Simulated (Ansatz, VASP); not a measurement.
Two plane-wave programs on TiO2

Contents of INCAR:

```
SYSTEM = TiO2
PREC     = Accurate       ! precision mode
ENCUT    = 520            ! plane-wave cutoff, eV
EDIFF    = 1E-7           ! SCF threshold, eV
ISMEAR   = -1             ! smearing method
SIGMA    = 0.05           ! smearing width, eV
LREAL    = .False.        ! projectors in reciprocal space
LASPH    = .True.         ! aspherical terms in the spheres
NELM     = 60             ! most SCF steps
ALGO     = Normal         ! electronic algorithm
ISIF     = 2              ! what is computed and relaxed
LWAVE    = .False.        ! write WAVECAR
LCHARG   = .False.        ! write CHGCAR
GGA      = B5             ! functional
ALDAX    = 1.0          
AGGAX    = 1.0          
AGGAC    = 1.0          
ALDAC    = 0.0          
IVDW     = 13             ! dispersion correction
VDW_S6   = 1.0          
VDW_S8   = 2.34076671   
VDW_A1   = 0.44488865   
VDW_A2   = 4.0933009    
NBANDS   = 60             ! bands
```

The input KPOINTS:

```
regular mesh
0
Gamma
  8 8 4
  0 0 0
```

POSCAR

```
TiO2
1.0
    6.1535771931     -1.8834685000      0.0000000000
    6.1535771931      1.8834685000      0.0000000000
   -1.9283261078      0.0000000000      6.3289668713
Ti O
4 8
Direct
    0.9000710000      0.9000710000      0.2896020000
    0.1952860000      0.1952860000      0.2837620000
    0.0999290000      0.0999290000      0.7103980000
    0.8047140000      0.8047140000      0.7162380000
    0.3619310000      0.3619310000      0.2933970000
    0.2634885000      0.2634885000      0.6525000000
    0.8671885000      0.8671885000      0.9952910000
    0.7365115000      0.7365115000      0.3475000000
    0.9416475000      0.9416475000      0.6300210000
    0.1328115000      0.1328115000      0.0047090000
    0.6380690000      0.6380690000      0.7066030000
    0.0583525000      0.0583525000      0.3699790000
```

File input.yaml:

```yaml
crystal:
  lattice:
    - [6.1535771931, -1.8834685, 0.0]
    - [6.1535771931, 1.8834685, 0.0]
    - [-1.9283261078, 0.0, 6.3289668713]
  atoms:
    - { symbol: Ti, position: [0.900071, 0.900071, 0.289602] }
    - { symbol: Ti, position: [0.195286, 0.195286, 0.283762] }
    - { symbol: Ti, position: [0.099929, 0.099929, 0.710398] }
    - { symbol: Ti, position: [0.804714, 0.804714, 0.716238] }
    - { symbol: O, position: [0.361931, 0.361931, 0.293397] }
    - { symbol: O, position: [0.2634885, 0.2634885, 0.6525] }
    - { symbol: O, position: [0.8671885, 0.8671885, 0.995291] }
    - { symbol: O, position: [0.7365115, 0.7365115, 0.3475] }
    - { symbol: O, position: [0.9416475, 0.9416475, 0.630021] }
    - { symbol: O, position: [0.1328115, 0.1328115, 0.004709] }
    - { symbol: O, position: [0.638069, 0.638069, 0.706603] }
    - { symbol: O, position: [0.0583525, 0.0583525, 0.369979] }
hamiltonian:
  xc: blyp
  pseudopotentials: { kind: paw }
  dispersion: d4
kpoints:
  mp_grid: { grid: [8, 8, 4] }
scf:
  occupations: { method: fermi_dirac, width: 0.05 }
output:
  forces: true
  stress: true
  eigenvalues: true
```

Alike in both runs: task single point; functional BLYP; dispersion D4; k mesh 8 × 8 × 4; occupations fermi-dirac, width 0.05 eV; no spin polarisation.

|  | VASP | Ansatz |
| --- | --- | --- |
| version | VASP 6.6.1 | Ansatz 0.2.0 |
| potentials or method | VASP PAW PBE potentials, release 64 (Ti_sv, O) | Ansatz PAW |
| plane-wave cutoff (eV) | 520 | 420 |
| valence electrons in the cell | 96 | 96 |

VASP gave:

| Item | Value |
| --- | --- |
| gap on the k mesh at the Fermi level (eV) | 2.71 |
| least direct gap on the mesh (eV) | 2.88 |
| pressure (GPa) | -1.5 |
| traceless stress, the component that is largest in VASP (GPa) | -0.61 |
| rms of the force components (eV/Å) | 0.063 |

Problem. Which values does Ansatz return?

Solution. gap on the k mesh at the Fermi level (eV): 2.73; least direct gap on the mesh (eV): 2.90; pressure (GPa): -2.5; traceless stress, the component that is largest in VASP (GPa): -0.44; rms of the force components (eV/Å): 0.100.

VASP's potentials were made for PBE, not for BLYP. Atom by atom the forces differ by 0.050 eV/Å (rms over components).
